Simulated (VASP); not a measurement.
# ZnO (P6_3mc) in VASP: a series of runs, part 2 of 2

VASP 6.6.1. Earlier steps stand in the parts before.

**4. Single point, r2SCAN (uniaxial z strain +1.0%)**

POSCAR reads:

```
ZnO
1.0
    3.2353408669      0.0000000000      0.0000000000
   -1.6176704335      2.8018873806      0.0000000000
    0.0000000000      0.0000000000      5.2630613499
Zn O
2 2
Direct
    0.3333333333      0.6666666667     -0.0010332031
    0.6666666667      0.3333333333      0.4989667969
    0.3333333333      0.6666666667      0.3760332031
    0.6666666667      0.3333333333      0.8760332031
```

INCAR.step1 reads:

```
PREC     = Accurate       # precision mode
ENCUT    = 520            # plane-wave cutoff, eV
ISMEAR   = 0              # smearing method
SIGMA    = 0.01           # smearing width, eV
LREAL    = F              # projectors in reciprocal space
LASPH    = T              # aspherical terms in the spheres
NELM     = 60             # most SCF steps
NBANDS   = 26             # bands
GGA      = PE             # functional
ALGO     = Normal         # electronic algorithm
EDIFF    = 1E-4           # SCF threshold, eV
LWAVE    = T              # write WAVECAR
LCHARG   = F              # write CHGCAR
```

INCAR.step2 reads:

```
PREC     = Accurate       # precision mode
ENCUT    = 520            # plane-wave cutoff, eV
EDIFF    = 1E-6           # SCF threshold, eV
ISMEAR   = 0              # smearing method
SIGMA    = 0.01           # smearing width, eV
LREAL    = F              # projectors in reciprocal space
LASPH    = T              # aspherical terms in the spheres
NELM     = 60             # most SCF steps
ALGO     = Normal         # electronic algorithm
ISIF     = 2              # what is computed and relaxed
LWAVE    = F              # write WAVECAR
LCHARG   = F              # write CHGCAR
METAGGA  = R2SCAN         # meta-GGA
LMIXTAU  = T            
NBANDS   = 26             # bands
ISTART   = 1
```

KPOINTS reads:

```
regular mesh
0
Gamma
  12 12 6
```

Potentials or basis: VASP PAW PBE potentials, release 64 (Zn, O).

Started as:

```bash
$ cat potpaw_PBE.64/Zn/POTCAR potpaw_PBE.64/O/POTCAR > POTCAR
$ cp INCAR.step1 INCAR
$ mpirun -np 1 vasp_std > vasp.out
$ cp INCAR.step2 INCAR
$ mpirun -np 1 vasp_std > vasp.out
```

OUTCAR:

```text
PREC = Accurate
   ENCUT = 520
   EDIFF = 1E-6
   ISMEAR = 0
   LREAL = F
   LASPH = T
   NELM = 60
   ISIF = 2
   METAGGA = R2SCAN
   ISTART = 1

 ion  position               nearest neighbor table
   1  0.333  0.667  0.999-   4 1.98   4 1.98   4 1.98   3 1.98
   2  0.667  0.333  0.499-   3 1.98   3 1.98   3 1.98   4 1.98
   3  0.333  0.667  0.376-   2 1.98   2 1.98   2 1.98   1 1.98
   4  0.667  0.333  0.876-   1 1.98   1 1.98   1 1.98   2 1.98

  LATTYP: Found a hexagonal cell.
 ALAT       =     3.2353408669
 C/A-ratio  =     1.6267409112

  Lattice vectors:

 A1 = (   3.2353408669,   0.0000000000,   0.0000000000)
 A2 = (  -1.6176704335,   2.8018873806,   0.0000000000)
 A3 = (   0.0000000000,   0.0000000000,   5.2630613499)

Analysis of symmetry for initial positions (statically):
=====================================================================
 Subroutine PRICEL returns:
 Original cell was already a primitive cell.

 Routine SETGRP: Setting up the symmetry group for a
 hexagonal supercell.

[... 169 lines left out ...]

  energy without entropy =      -36.31769115  energy(sigma->0) =      -36.31769115

 E-fermi :   0.9443     XC(G=0): -11.6489

 val. band max:        0.8322864161   @ k =   0.0000   0.0000   0.0000
 cond. band min:       2.0386982934   @ k =   0.0000   0.0000   0.0000
 fundamental gap:      1.2064118773
 Fermi energy:         0.9442959678

 k-point     1 :       0.0000    0.0000    0.0000
  band No.  band energies     occupation
      1     -18.2362      2.00000
      2     -17.5671      2.00000
      3      -4.9744      2.00000
      4      -4.9743      2.00000
      5      -4.9562      2.00000
      6      -4.8850      2.00000
[... 685 lines left out ...]
     25      15.0567      0.00000
     26      15.7647      0.00000

 [... further k-points ...]

------------------------ aborting loop because EDIFF is reached ----------------------------------------

  FORCE on cell =-STRESS in cart. coord.  units (eV):
  Direction    XX          YY          ZZ          XY          YZ          ZX
  --------------------------------------------------------------------------------------
  -------------------------------------------------------------------------------------
  Total       -0.0411166     -0.0411166     -0.3703584      0.0000000      0.0000000      0.0000000
  in kB       -1.3807629     -1.3807629    -12.4372304      0.0000000      0.0000000      0.0000000
  external PRESSURE =      -5.0662521 kB  Pullay stress =       0.0000000 kB

 VOLUME and BASIS-vectors are now :
 -----------------------------------------------------------------------------
  energy-cutoff  :      520.00
  volume of cell :       47.71
      direct lattice vectors                 reciprocal lattice vectors
     3.235340867  0.000000000  0.000000000     0.309086443  0.178451141  0.000000000
    -1.617670434  2.801887381  0.000000000     0.000000000  0.356902282  0.000000000
     0.000000000  0.000000000  5.263061350     0.000000000  0.000000000  0.190003485

 POSITION                                       TOTAL-FORCE (eV/Angst)
 -----------------------------------------------------------------------------------
     -0.00000      1.86792      5.25762         0.000000     -0.000000     -0.008793
      1.61767      0.93396      2.62609        -0.000000      0.000000     -0.008793
     -0.00000      1.86792      1.97909         0.000000     -0.000000      0.008793
      1.61767      0.93396      4.61062        -0.000000     -0.000000      0.008793
 -----------------------------------------------------------------------------------
    total drift:                                0.000000      0.000001     -0.032922

  FREE ENERGIE OF THE ION-ELECTRON SYSTEM (eV)
  ---------------------------------------------------
  free  energy   TOTEN  =       -36.3176911536 eV

  energy  without entropy=      -36.3176911536  energy(sigma->0) =      -36.31769115
```

OUTCAR.step1:

```text
PREC = Accurate
   ENCUT = 520
   ISMEAR = 0
   LREAL = F
[... 927 lines left out ...]
     -0.00000      1.86792      5.25762        -0.000000     -0.000000      0.005535
      1.61767      0.93396      2.62609         0.000000      0.000000      0.005535
     -0.00000      1.86792      1.97909         0.000000     -0.000000     -0.005535
      1.61767      0.93396      4.61062        -0.000000      0.000000     -0.005535
 -----------------------------------------------------------------------------------
    total drift:                                0.000000      0.000000     -0.001560

  FREE ENERGIE OF THE ION-ELECTRON SYSTEM (eV)
  ---------------------------------------------------
  free  energy   TOTEN  =       -17.8271156921 eV

  energy  without entropy=      -17.8271156921  energy(sigma->0) =      -17.82711569
```

OSZICAR.step1:

```text
N       E                     dE             d eps       ncg     rms          rms(c)
DAV:   1     0.299697865669E+03    0.29970E+03   -0.18264E+04  3984   0.202E+03
DAV:   2     0.112229775572E+02   -0.28847E+03   -0.27001E+03  4158   0.414E+02
DAV:   3    -0.204510847069E+02   -0.31674E+02   -0.31233E+02  4412   0.140E+02
DAV:   4    -0.210670363107E+02   -0.61595E+00   -0.61470E+00  4454   0.199E+01
DAV:   5    -0.210700863114E+02   -0.30500E-02   -0.30498E-02  4340   0.144E+00    0.147E+01
DAV:   6    -0.176546123955E+02    0.34155E+01   -0.66103E+00  6196   0.616E+01    0.899E+00
DAV:   7    -0.178653024536E+02   -0.21069E+00   -0.29524E+00  4070   0.170E+01    0.538E+00
DAV:   8    -0.178759707313E+02   -0.10668E-01   -0.50652E-01  5840   0.756E+00    0.164E+00
DAV:   9    -0.178243152988E+02    0.51655E-01   -0.10512E-01  5808   0.641E+00    0.296E-01
DAV:  10    -0.178270489585E+02   -0.27337E-02   -0.37553E-02  4006   0.133E+00    0.131E-01
DAV:  11    -0.178271156921E+02   -0.66734E-04   -0.55410E-04  4274   0.249E-01
   1 F= -.17827116E+02 E0= -.17827116E+02  d E =-.288233E-89
```

Wall time 3 min (1 thread of AMD EPYC 9R45 (Zen 5), shared host); peak memory 0.19 GiB.

What came out:

```yaml
Free_energy: -36.3177 eV
Pressure: -0.5 GPa
Largest_force: 0.009 eV/Å
Band_gap_on_the_k_mesh: 1.21 eV
```

Forces in eV/Å, atoms in the order of the input:
```
Zn   0.000  0.000 -0.009
Zn   0.000  0.000 -0.009
O    0.000  0.000  0.009
O    0.000  0.000  0.009
```

Levels at points of the mesh, in eV from the valence-band top:
| k point | band 14 | band 15 | band 16 | band 17 | band 18 | band 19 | band 20 | band 21 | band 22 | band 23 |
| --- | --- | --- | --- | --- | --- | --- | --- | --- | --- | --- |
| (0.00, 0.00, 0.00) | -0.80 | -0.80 | -0.10 | 0.00 | 0.00 | 1.21 | 5.88 | 8.71 | 13.77 | 13.77 |
| (0.50, 0.00, 0.00) | -3.54 | -2.85 | -2.28 | -1.32 | -0.84 | 6.39 | 7.35 | 7.99 | 9.30 | 11.26 |
| (0.00, 0.00, 0.50) | -2.27 | -0.40 | -0.40 | -0.40 | -0.40 | 3.90 | 3.90 | 10.73 | 10.73 | 14.07 |
| (0.50, 0.00, 0.50) | -3.78 | -1.52 | -1.52 | -1.44 | -1.44 | 6.21 | 6.21 | 9.12 | 9.12 | 11.97 |

Caveat: the cell differs from its parent crystal (uniaxial z strain +1.0%); the PAW data sets were made with another functional, which shifts forces and pressure a little.

**5. Overview**

| cell | gap on the mesh (eV) | pressure (GPa) | largest force (eV/Å) |
| --- | --- | --- | --- |
| a = 3.235, b = 3.235, c = 5.107 Å, angles 90.0, 90.0, 120.0°, 4 atoms, uniaxial z strain -2.0% | 1.29 | 4.2 | 0.01 |
| a = 3.235, b = 3.235, c = 5.159 Å, angles 90.0, 90.0, 120.0°, 4 atoms, uniaxial z strain -1.0% | 1.26 | 2.6 | - |
| a = 3.235, b = 3.235, c = 5.263 Å, angles 90.0, 90.0, 120.0°, 4 atoms, uniaxial z strain +1.0% | 1.21 | -0.5 | 0.01 |

Alike in all rows: task single point; level r2SCAN; potentials or basis VASP PAW PBE potentials, release 64 (Zn, O); no spin polarisation; k mesh 12 × 12 × 6; cutoff (eV) 520; smearing gaussian 0.01 eV.

Caveats: the PAW data sets were made with another functional, which shifts forces and pressure a little; the cell stands under pressure (at least some runs).

Absolute energies hang on the potentials; compare differences alone.
